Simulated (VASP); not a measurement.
# C (P6_3/mmc) in VASP: relaxation of shape and atoms at fixed volume with PBE

Aim: the relaxation of shape and atoms at fixed volume of C with PBE.

Everything below comes from runs of VASP 6.6.1. Logs are shortened: lines on timing, memory, paths and dates and some standing lists are left out, and cuts for length are marked.

## (1) The cell of the first run

It takes space group P6_3/mmc (No. 194, hexagonal). The conventional cell has a = 2.470 Å, b = 2.470 Å, c = 8.217 Å, α = 90.00°, β = 90.00°, γ = 120.00°. C (site symmetry -6m2) has 3 C at 1.43 Å within 1.9 Å. C (site symmetry -6m2) has 3 C at 1.43 Å within 1.9 Å.

## (2) Relaxation of shape and atoms at fixed volume, PBE, non-collinear spin, zero start, spin-orbit coupling (10.85 Å³/atom)

Input file INCAR:

```
PREC = Accurate ; ENCUT = 600
EDIFF = 1E-6 ; ISMEAR = 0
SIGMA = 0.05 ; LREAL = F
LASPH = T ; NELM = 150
ALGO = Normal ; ISIF = 4
LWAVE = F ; LCHARG = F
MAGMOM = 0 0 0 0 0 0 0 0 0 0 0 0 ; LORBIT = 11
LSORBIT = T ; GGA_COMPAT = F
LORBMOM = T ; GGA = PE
IBRION = 2 ; NSW = 60
EDIFFG = -0.01
```

Input file KPOINTS:

```
regular mesh
0
Gamma
  10 10 4
```

Input file POSCAR:

```
C
1.0
    2.4696728853      0.0000000000      0.0000000000
   -1.2348364427      2.1387994577      0.0000000000
    0.0000000000      0.0000000000      8.2173969199
C
4
Direct
    0.0000000000      0.0000000000      0.2500000000
    0.0000000000      0.0000000000      0.7500000000
    0.3333333333      0.6666666667      0.2500000000
    0.6666666667      0.3333333333      0.7500000000
```

Potentials or basis: VASP PAW PBE potentials, release 64 (C).

Run with:

```console
$ cat potpaw_PBE.64/C/POTCAR > POTCAR
$ mpirun -np 1 vasp_ncl > vasp.out
```

OUTCAR:

```text
PREC = Accurate
   ENCUT = 600
   EDIFF = 1E-6
   ISMEAR = 0
   LREAL = F
   LASPH = T
   NELM = 150
   ISIF = 4
   LORBIT = 11
   LSORBIT = T
   GGA = PE
   IBRION = 2
   NSW = 60
   EDIFFG = -0.01

 ion  position               nearest neighbor table
   1  0.000  0.000  0.250-   3 1.43   3 1.43   3 1.43
   2  0.000  0.000  0.750-   4 1.43   4 1.43   4 1.43
   3  0.333  0.667  0.250-   1 1.43   1 1.43   1 1.43
   4  0.667  0.333  0.750-   2 1.43   2 1.43   2 1.43

  LATTYP: Found a hexagonal cell.
 ALAT       =     2.4696728853
 C/A-ratio  =     3.3273219983

  Lattice vectors:

 A1 = (   2.4696728853,   0.0000000000,   0.0000000000)
 A2 = (  -1.2348364427,   2.1387994577,   0.0000000000)
 A3 = (   0.0000000000,   0.0000000000,   8.2173969199)

Analysis of symmetry for initial positions (statically):
=====================================================================
 Subroutine PRICEL returns:
 Original cell was already a primitive cell.

 Routine SETGRP: Setting up the symmetry group for a
 hexagonal supercell.

 Subroutine GETGRP returns: Found 24 space group operations
 (whereof 12 operations were pure point group operations)
 out of a pool of 24 trial point group operations.

The static configuration has the point symmetry D_3d.
 The point group associated with its full space group is D_6h.

Analysis of symmetry for dynamics (positions and initial velocities):
=====================================================================
 Subroutine PRICEL returns:
 Original cell was already a primitive cell.

 Routine SETGRP: Setting up the symmetry group for a
 hexagonal supercell.

 Subroutine GETGRP returns: Found 24 space group operations
 (whereof 12 operations were pure point group operations)
 out of a pool of 24 trial point group operations.

The dynamic configuration has the point symmetry D_3d.
 The point group associated with its full space group is D_6h.

Analysis of structural, dynamic, and magnetic symmetry:
=====================================================================
 Subroutine PRICEL returns:
 Original cell was already a primitive cell.

 Routine SETGRP: Setting up the symmetry group for a
 hexagonal supercell.

 Subroutine GETGRP returns: Found 24 space group operations
 (whereof 12 operations were pure point group operations)
 out of a pool of 24 trial point group operations.

The overall configuration has the point symmetry D_3d.
 The point group associated with its full space group is D_6h.

 Subroutine INISYM returns: Found 24 space group operations
 (whereof 12 operations are pure point group operations),
 and found     1 'primitive' translations

----------------------------------------------------------------------------------------

                                     Primitive cell

  volume of cell :      43.4054

  direct lattice vectors                    reciprocal lattice vectors
     2.469672885  0.000000000  0.000000000     0.404911924  0.233776008  0.000000000
    -1.234836443  2.138799458  0.000000000     0.000000000  0.467552017  0.000000000
     0.000000000  0.000000000  8.217396920     0.000000000  0.000000000  0.121693039

  length of vectors
     2.469672885  2.469672885  8.217396920     0.467552017  0.467552017  0.121693039

  position of ions in fractional coordinates (direct lattice)
     0.000000000  0.000000000  0.250000000
     0.000000000  0.000000000  0.750000000
     0.333333333  0.666666667  0.250000000
     0.666666667  0.333333333  0.750000000

  ion indices of the primitive-cell ions
   primitive index   ion index
                 1           1
                 2           2
                 3           3
                 4           4

----------------------------------------------------------------------------------------

 KPOINTS: regular mesh

Automatic generation of k-mesh.
 Grid dimensions read from file:
 generate k-points for:   10   10    4

 Generating k-lattice:

  Cartesian coordinates                     Fractional coordinates (reciprocal lattice)
     0.040491192  0.023377601  0.000000000     0.100000000  0.000000000  0.000000000
[... 123 lines left out ...]

 VOLUME and BASIS-vectors are now :
 -----------------------------------------------------------------------------
  energy-cutoff  :      600.00
  volume of cell :       43.41
      direct lattice vectors                 reciprocal lattice vectors
     2.469672885  0.000000000  0.000000000     0.404911924  0.233776008  0.000000000
    -1.234836443  2.138799458  0.000000000     0.000000000  0.467552017  0.000000000
     0.000000000  0.000000000  8.217396920     0.000000000  0.000000000  0.121693039

 POSITION                                       TOTAL-FORCE (eV/Angst)
 -----------------------------------------------------------------------------------
      0.00000      0.00000      2.05435         0.000000     -0.000000      0.000000
      0.00000      0.00000      6.16305        -0.000000      0.000000      0.000000
     -0.00000      1.42587      2.05435         0.000000      0.000000      0.000000
      1.23484      0.71293      6.16305        -0.000000      0.000000     -0.000000
 -----------------------------------------------------------------------------------
    total drift:                                0.000000     -0.000000      0.000000

  FREE ENERGIE OF THE ION-ELECTRON SYSTEM (eV)
  ---------------------------------------------------
  free  energy   TOTEN  =       -36.9239626354 eV

  energy  without entropy=      -36.9239626354  energy(sigma->0) =      -36.92396264

--------------------------------------- Ionic step        2  -------------------------------------------

 number of electron      15.9999999 magnetization       0.0000000      0.0000000      0.0000000

 number of electron      15.9999999 magnetization       0.0000000     -0.0000000      0.0000000

 Free energy of the ion-electron system (eV)
  ---------------------------------------------------
  ext. energy  EPLUGINS =         0.00000000
  ---------------------------------------------------
  free energy    TOTEN  =       -36.92430171 eV

  energy without entropy =      -36.92430171  energy(sigma->0) =      -36.92430171

 E-fermi :   2.4133     XC(G=0):  -8.9402

 val. band max:        2.1571727946   @ k =   0.3000   0.3000   0.0000
 cond. band min:       3.9660360904   @ k =   0.3000   0.3000   0.0000
 fundamental gap:      1.8088632957
 Fermi energy:         2.4132517623

 k-point     1 :       0.0000    0.0000    0.0000
  band No.  band energies     occupation
      1     -16.5021      1.00000
      2     -16.5021      1.00000
      3     -16.4520      1.00000
      4     -16.4520      1.00000
      5      -4.8680      1.00000
      6      -4.8680      1.00000
[... 637 lines left out ...]
     23      11.4722      0.00000
     24      11.4722      0.00000

 [... further k-points ...]

------------------------ aborting loop because EDIFF is reached ----------------------------------------

  FORCE on cell =-STRESS in cart. coord.  units (eV):
  Direction    XX          YY          ZZ          XY          YZ          ZX
  --------------------------------------------------------------------------------------
  -------------------------------------------------------------------------------------
  Total        0.0137752      0.0137752     -0.0241009     -0.0000000     -0.0000000      0.0000000
  in kB        0.5084681      0.5084681     -0.8896093     -0.0000000     -0.0000000      0.0000000
  external PRESSURE =       0.0424423 kB  Pullay stress =       0.0000000 kB

 VOLUME and BASIS-vectors are now :
 -----------------------------------------------------------------------------
  energy-cutoff  :      600.00
  volume of cell :       43.41
      direct lattice vectors                 reciprocal lattice vectors
     2.466546589  0.000000000  0.000000000     0.405425142  0.234072315  0.000000000
    -1.233273295  2.136092006 -0.000000000    -0.000000000  0.468144629  0.000000000
     0.000000000 -0.000000000  8.238240878    -0.000000000  0.000000000  0.121385137

 POSITION                                       TOTAL-FORCE (eV/Angst)
 -----------------------------------------------------------------------------------
     -1.23327      2.13609      2.05956         0.000000     -0.000000      0.000000
      2.46655      0.00000      6.17868        -0.000000      0.000000     -0.000000
     -0.00000      1.42406      2.05956        -0.000000     -0.000000      0.000000
      1.23327      0.71203      6.17868         0.000000      0.000000     -0.000000
 -----------------------------------------------------------------------------------
    total drift:                                0.000000     -0.000000      0.000000

  FREE ENERGIE OF THE ION-ELECTRON SYSTEM (eV)
  ---------------------------------------------------
  free  energy   TOTEN  =       -36.9243017139 eV

  energy  without entropy=      -36.9243017139  energy(sigma->0) =      -36.92430171

 reached required accuracy - stopping structural energy minimisation

 orbital moment (x)

 # of ion     p       tot
 --------------------------------
  1         0.000   0.000
  2        -0.000  -0.000
  3        -0.000  -0.000
  4         0.000   0.000
 --------------------------------
            0.000   0.000

 orbital moment (y)

 # of ion     p       tot
 --------------------------------
  1        -0.000  -0.000
  2        -0.000  -0.000
  3        -0.000  -0.000
  4         0.000   0.000
 --------------------------------
           -0.000  -0.000

 orbital moment (z)

 # of ion     p       tot
 --------------------------------
  1        -0.000  -0.000
  2        -0.000  -0.000
  3         0.000   0.000
  4         0.000   0.000
 --------------------------------
            0.000   0.000

 Spin-Orbit-Coupling matrix elements

 Ion:    1  E_soc:     -0.0000147
 l=   1
     0.0000000    -0.0000026    -0.0000022
    -0.0000026     0.0000000    -0.0000026
    -0.0000022    -0.0000026     0.0000000
 l=   2
     0.0000000     0.0000000     0.0000000     0.0000000     0.0000000
     0.0000000     0.0000000     0.0000000     0.0000000     0.0000000
     0.0000000     0.0000000     0.0000000     0.0000000     0.0000000
     0.0000000     0.0000000     0.0000000     0.0000000     0.0000000
     0.0000000     0.0000000     0.0000000     0.0000000     0.0000000
 l=   3
     0.0000000     0.0000000     0.0000000     0.0000000     0.0000000     0.0000000     0.0000000
     0.0000000     0.0000000     0.0000000     0.0000000     0.0000000     0.0000000     0.0000000
     0.0000000     0.0000000     0.0000000     0.0000000     0.0000000     0.0000000     0.0000000
     0.0000000     0.0000000     0.0000000     0.0000000     0.0000000     0.0000000     0.0000000
[... 49 lines left out ...]
 l=   2
     0.0000000     0.0000000     0.0000000     0.0000000     0.0000000
     0.0000000     0.0000000     0.0000000     0.0000000     0.0000000
     0.0000000     0.0000000     0.0000000     0.0000000     0.0000000
     0.0000000     0.0000000     0.0000000     0.0000000     0.0000000
     0.0000000     0.0000000     0.0000000     0.0000000     0.0000000
 l=   3
     0.0000000     0.0000000     0.0000000     0.0000000     0.0000000     0.0000000     0.0000000
     0.0000000     0.0000000     0.0000000     0.0000000     0.0000000     0.0000000     0.0000000
     0.0000000     0.0000000     0.0000000     0.0000000     0.0000000     0.0000000     0.0000000
     0.0000000     0.0000000     0.0000000     0.0000000     0.0000000     0.0000000     0.0000000
     0.0000000     0.0000000     0.0000000     0.0000000     0.0000000     0.0000000     0.0000000
     0.0000000     0.0000000     0.0000000     0.0000000     0.0000000     0.0000000     0.0000000
     0.0000000     0.0000000     0.0000000     0.0000000     0.0000000     0.0000000     0.0000000

 total charge

# of ion       s       p       d       tot
------------------------------------------
    1        0.861   1.787   0.000   2.648
    2        0.861   1.787   0.000   2.648
    3        0.861   1.787   0.000   2.648
    4        0.861   1.787   0.000   2.648
--------------------------------------------------
tot          3.444   7.147   0.000  10.591

 magnetization (x)

# of ion       s       p       d       tot
------------------------------------------
    1        0.000   0.000   0.000   0.000
    2        0.000   0.000   0.000   0.000
    3        0.000   0.000   0.000   0.000
    4       -0.000   0.000   0.000  -0.000
--------------------------------------------------
tot          0.000   0.000   0.000   0.000

 magnetization (y)

# of ion       s       p       d       tot
------------------------------------------
    1        0.000   0.000   0.000   0.000
    2       -0.000   0.000   0.000   0.000
    3       -0.000   0.000   0.000   0.000
    4        0.000   0.000   0.000   0.000
--------------------------------------------------
tot          0.000   0.000   0.000   0.000

 magnetization (z)

# of ion       s       p       d       tot
------------------------------------------
    1        0.000   0.000   0.000   0.000
    2        0.000   0.000   0.000   0.000
    3        0.000   0.000   0.000   0.000
    4        0.000   0.000   0.000   0.000
--------------------------------------------------
tot          0.000   0.000   0.000   0.000
```

Wall time 4.8 min (1 thread of Intel Xeon 8259CL, shared host); peak memory 0.31 GiB.

Results:

```
Free energy                                           : -36.9243 eV
Energy gained by relaxing                             : 0.1 meV/atom
Ionic steps                                           : 2
Pressure after relaxing                               : 0.0 GPa
Net moment                                            : 0.00 μB per cell
Valence electrons inside the program's atomic spheres : C 2.65
```

Step by step:
| step | energy change (eV) | largest force (eV/Å) | pressure (GPa) | volume (Å³) |
| --- | --- | --- | --- | --- |
| 1 | 0.0000 | 0.0000 | -0.84 | 43.41 |
| 2 | -0.0003 | 0.0000 | 0.00 | 43.41 |

Final structure:
```cif
data_structure
_symmetry_space_group_name_H-M 'P 1'
_symmetry_Int_Tables_number 1
_cell_length_a 2.4665
_cell_length_b 2.4665
_cell_length_c 8.2382
_cell_angle_alpha 90.000
_cell_angle_beta 90.000
_cell_angle_gamma 120.000
_cell_volume 43.41
loop_
_atom_site_label
_atom_site_type_symbol
_atom_site_fract_x
_atom_site_fract_y
_atom_site_fract_z
_atom_site_occupancy
C1 C 0.00000 0.00000 0.25000 1
C2 C 0.00000 0.00000 0.75000 1
C3 C 0.33333 0.66667 0.25000 1
C4 C 0.66667 0.33333 0.75000 1
```

Moments on the atoms (μB; x, y, z):
```
C   0.00 0.00 0.00
C   0.00 0.00 0.00
C   0.00 0.00 0.00
C   0.00 0.00 0.00
```

Caveat: this functional lacks dispersion, which binds layers or chains, so the pressure and a relaxed spacing across them are unreliable.
